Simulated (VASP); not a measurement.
The system is KBr.

```
CELL_PARAMETERS angstrom
0.05846 3.68830 3.68830
3.68830 0.05846 3.68830
3.74676 3.74676 0.00000
ATOMIC_POSITIONS crystal
K 0.00361 0.00361 0.99639
Br 0.24639 0.24639 0.25361
```

This cell differs from its parent crystal: shear xy strain +3.2%.

Program: VASP 6.6.1. Alike in all runs: task single point; potentials or basis VASP PAW PBE potentials, release 64 (K_sv, Br); no spin polarisation; cell as given; cutoff (eV) 520.

Q: Order these runs on this cell by their band gap on the k mesh, lowest first.
A. level r2SCAN; k mesh 6 × 6 × 6; smearing gaussian 0.01 eV
B. level PBE; k mesh 6 × 6 × 6; smearing fermi-dirac 0.02 eV
C. level HSE06; k mesh 4 × 4 × 4; smearing gaussian 0.01 eV; grid for exact exchange (PRECFOCK) Normal; share of exact exchange 0.25; screening parameter 0.2079 1/Å

A: B (4.26 eV), A (4.82 eV), C (5.37 eV).

Caveats: the structure was generated, so it needn't be the stable form of KBr.

A k mesh can miss the band edges.
